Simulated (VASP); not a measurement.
# MgO (an interface model) in VASP: further runs, part 2 of 2

VASP 6.6.1.

## 3. Single point, PBEsol

This run uses another cell than the first one, of 9.45 Å³/atom.

File INCAR:

```
PREC     = Accurate       # precision mode
ENCUT    = 520            # plane-wave cutoff, eV
EDIFF    = 1E-7           # SCF threshold, eV
ISMEAR   = 0              # smearing method
SIGMA    = 0.05           # smearing width, eV
LREAL    = Auto         
LASPH    = T              # aspherical terms in the spheres
NELM     = 100            # most SCF steps
ALGO     = Normal         # electronic algorithm
ISIF     = 2              # what is computed and relaxed
LWAVE    = F              # write WAVECAR
LCHARG   = F              # write CHGCAR
GGA      = PS             # functional
NBANDS   = 66             # bands
```

File KPOINTS:

```
Automatic mesh
0
Gamma
  12 12 1
```

File POSCAR:

```
MgO
1.0
    2.9799310779      0.0000000000      0.0000000000
   -1.4899655389      2.5806960150      0.0000000000
    0.0000000000      0.0000000000     29.5018199427
Mg O
12 12
Direct
    0.0000000000      0.0000000000      0.0000000000
    0.3333333333      0.6666666667      0.0850737680
    0.6666666667      0.3333333333      0.1675322379
    1.0000000000      1.0000000000      0.2500000000
    0.3333333333      0.6666666667      0.3324677621
    0.6666666667      0.3333333333      0.4149262320
    0.3333333333      0.6666666667      0.9149262320
    0.6666666667      0.3333333333      0.8324677621
    1.0000000000      1.0000000000      0.7500000000
    0.3333333333      0.6666666667      0.6675322379
    0.6666666667      0.3333333333      0.5850737680
    1.0000000000      1.0000000000      0.5000000000
    0.0000000000      0.0000000000      0.1263051074
    0.6666666667      0.3333333333      0.0439631758
    0.3333333333      0.6666666667      0.2087668662
    1.0000000000      0.0000000000      0.3736948926
    0.6666666667      0.3333333333      0.2912331338
    0.3333333333      0.6666666667      0.4560368242
    0.0000000000      0.0000000000      0.8736948926
    0.6666666667      0.3333333333      0.9560368242
    0.3333333333      0.6666666667      0.7912331338
    1.0000000000      0.0000000000      0.6263051074
    0.6666666667      0.3333333333      0.7087668662
    0.3333333333      0.6666666667      0.5439631758
```

Potentials or basis: VASP PAW PBE potentials, release 64 (Mg, O).

Run with:

```bash
$ cat potpaw_PBE.64/Mg/POTCAR potpaw_PBE.64/O/POTCAR > POTCAR
$ mpirun -np 1 vasp_std > vasp.out
```

OUTCAR:

```text
PREC = Accurate
   ENCUT = 520
   EDIFF = 1E-7
   ISMEAR = 0
   LREAL = Auto
   LASPH = T
   NELM = 100
   ISIF = 2
   GGA = PS

 ion  position               nearest neighbor table
   1  0.000  0.000  0.000-  14 2.15  20 2.15  14 2.15  20 2.15  14 2.15  20 2.15   2 3.04   7 3.04
                             2 3.04   7 3.04   2 3.04   7 3.04
   2  0.333  0.667  0.085-  14 2.10  14 2.10  14 2.10  13 2.11  13 2.11  13 2.11   3 2.98   3 2.98
                             3 2.98   1 3.04   1 3.04   1 3.04
   3  0.667  0.333  0.168-  13 2.11  13 2.11  13 2.11  15 2.11  15 2.11  15 2.11   2 2.98   2 2.98
                             2 2.98   4 2.98   4 2.98   4 2.98
   4  0.000  0.000  0.250-  15 2.11  17 2.11  15 2.11  17 2.11  17 2.11  15 2.11   3 2.98   5 2.98
                             5 2.98   3 2.98   5 2.98   3 2.98
   5  0.333  0.667  0.332-  16 2.11  16 2.11  16 2.11  17 2.11  17 2.11  17 2.11   6 2.98   6 2.98
                             6 2.98   4 2.98   4 2.98   4 2.98
   6  0.667  0.333  0.415-  18 2.10  18 2.10  18 2.10  16 2.11  16 2.11  16 2.11   5 2.98   5 2.98
                             5 2.98  12 3.04  12 3.04  12 3.04
   7  0.333  0.667  0.915-  20 2.10  20 2.10  20 2.10  19 2.11  19 2.11  19 2.11   8 2.98   8 2.98
[... 258 lines left out ...]
      1     -14.1544      2.00000
      2     -14.0903      2.00000
      3     -14.0683      2.00000
      4     -13.8709      2.00000
      5     -13.8648      2.00000
      6     -13.5655      2.00000
[... 1186 lines left out ...]
     59      13.7160      0.00000
     60      13.7160      0.00000
 [bands above 60 left out]

------------------------ aborting loop because EDIFF is reached ----------------------------------------

  FORCE on cell =-STRESS in cart. coord.  units (eV):
  Direction    XX          YY          ZZ          XY          YZ          ZX
  --------------------------------------------------------------------------------------
  -------------------------------------------------------------------------------------
  Total       -2.2666915     -2.2666915     -0.7637040     -0.0000000      0.0000000      0.0000000
  in kB      -16.0070430    -16.0070430     -5.3931661     -0.0000000      0.0000000      0.0000000
  external PRESSURE =     -12.4690840 kB  Pullay stress =       0.0000000 kB

 VOLUME and BASIS-vectors are now :
 -----------------------------------------------------------------------------
  energy-cutoff  :      520.00
  volume of cell :      226.88
      direct lattice vectors                 reciprocal lattice vectors
     2.979931078  0.000000000  0.000000000     0.335578231  0.193746182  0.000000000
    -1.489965539  2.580696015  0.000000000     0.000000000  0.387492364  0.000000000
     0.000000000  0.000000000 29.501819943     0.000000000  0.000000000  0.033896214

 POSITION                                       TOTAL-FORCE (eV/Angst)
 -----------------------------------------------------------------------------------
      0.00000      0.00000      0.00000         0.000000     -0.000000      0.000000
     -0.00000      1.72046      2.50983         0.000000      0.000000      0.000468
      1.48997      0.86023      4.94251        -0.000000      0.000000      0.000777
      0.00000      0.00000      7.37545        -0.000000      0.000000      0.000000
     -0.00000      1.72046      9.80840        -0.000000     -0.000000     -0.000777
      1.48997      0.86023     12.24108        -0.000000      0.000000     -0.000468
[... 16 lines left out ...]
      1.48997      0.86023     20.90991         0.000000      0.000000     -0.002468
     -0.00000      1.72046     16.04790         0.000000      0.000000     -0.000666
 -----------------------------------------------------------------------------------
    total drift:                               -0.000000      0.000000      0.000000

  FREE ENERGIE OF THE ION-ELECTRON SYSTEM (eV)
  ---------------------------------------------------
  free  energy   TOTEN  =      -149.1834494286 eV

  energy  without entropy=     -149.1834494286  energy(sigma->0) =     -149.18344943
```

OSZICAR:

```text
N       E                     dE             d eps       ncg     rms          rms(c)
DAV:   1     0.488318329342E+03    0.48832E+03   -0.47965E+04  2628   0.134E+03
DAV:   2    -0.129441334050E+03   -0.61776E+03   -0.59407E+03  3134   0.283E+02
DAV:   3    -0.165943831994E+03   -0.36502E+02   -0.36303E+02  3014   0.717E+01
DAV:   4    -0.166249787378E+03   -0.30596E+00   -0.30545E+00  3040   0.734E+00
DAV:   5    -0.166252632917E+03   -0.28455E-02   -0.28444E-02  3016   0.678E-01    0.232E+01
DAV:   6    -0.149597726115E+03    0.16655E+02   -0.71076E+01  2924   0.303E+01    0.764E+00
DAV:   7    -0.149398572173E+03    0.19915E+00   -0.14732E+00  2912   0.477E+00    0.495E+00
DAV:   8    -0.149198608802E+03    0.19996E+00   -0.44950E-01  2946   0.411E+00    0.937E-01
DAV:   9    -0.149183263017E+03    0.15346E-01   -0.60668E-02  3094   0.100E+00    0.280E-01
DAV:  10    -0.149184041199E+03   -0.77818E-03   -0.13118E-02  2936   0.405E-01    0.211E-01
DAV:  11    -0.149183521960E+03    0.51924E-03   -0.17731E-03  3096   0.217E-01    0.774E-02
DAV:  12    -0.149183454015E+03    0.67945E-04   -0.71561E-04  3032   0.131E-01    0.117E-02
DAV:  13    -0.149183457309E+03   -0.32936E-05   -0.57563E-05  3096   0.359E-02    0.160E-02
DAV:  14    -0.149183450825E+03    0.64843E-05   -0.40412E-05  3248   0.431E-02    0.633E-03
DAV:  15    -0.149183449359E+03    0.14658E-05   -0.93088E-06  3080   0.142E-02    0.321E-03
DAV:  16    -0.149183449429E+03   -0.69635E-07   -0.51113E-07  3032   0.307E-03
   1 F= -.14918345E+03 E0= -.14918345E+03  d E =-.614642E-17
```

stdout:

```text
POSCAR found type information on POSCAR MgO
 POSCAR found :  2 types and      24 ions
 scaLAPACK will be used
 -----------------------------------------------------------------------------
|                                                                             |
|                                                                             |
|     You enforced a specific xc type in the INCAR file but a different       |
|     I HOPE YOU KNOW WHAT YOU ARE DOING!                                     |
|                                                                             |
 -----------------------------------------------------------------------------

 LDA part: xc-table for (Slater+PW92), standard interpolation
 POSCAR, INCAR and KPOINTS ok, starting setup
 FFT: planning ... GRIDC
 FFT: planning ... GRID_SOFT
 FFT: planning ... GRID
 WAVECAR not read
 entering main loop
```

Wall time 5.7 min (1 thread of Intel Xeon Platinum 8488C (Sapphire Rapids), shared host); peak memory 0.43 GiB.

What came out:

```yaml
Free_energy: -149.1834 eV
Pressure: -1.2 GPa
Band_gap_on_the_k_mesh: 4.12 eV
```

Forces in eV/Å, atoms in the order of the input:
```
Mg   0.000  0.000  0.000
Mg   0.000  0.000  0.000
Mg   0.000  0.000  0.001
Mg   0.000  0.000  0.000
Mg   0.000  0.000 -0.001
Mg   0.000  0.000  0.000
Mg   0.000  0.000  0.000
Mg   0.000  0.000 -0.001
Mg   0.000  0.000  0.000
Mg   0.000  0.000  0.001
Mg   0.000  0.000  0.000
Mg   0.000  0.000  0.000
O    0.000  0.000  0.000
O    0.000  0.000 -0.001
O    0.000  0.000 -0.002
O    0.000  0.000  0.000
O    0.000  0.000  0.002
O    0.000  0.000  0.001
O    0.000  0.000  0.000
O    0.000  0.000  0.001
O    0.000  0.000  0.002
O    0.000  0.000  0.000
O    0.000  0.000 -0.002
O    0.000  0.000 -0.001
```

Stress tensor (GPa, compression positive):
```
-1.60  0.00  0.00
 0.00 -1.60  0.00
 0.00  0.00 -0.54
```

Caveat: the PAW data sets were made with another functional, which shifts forces and pressure a little.
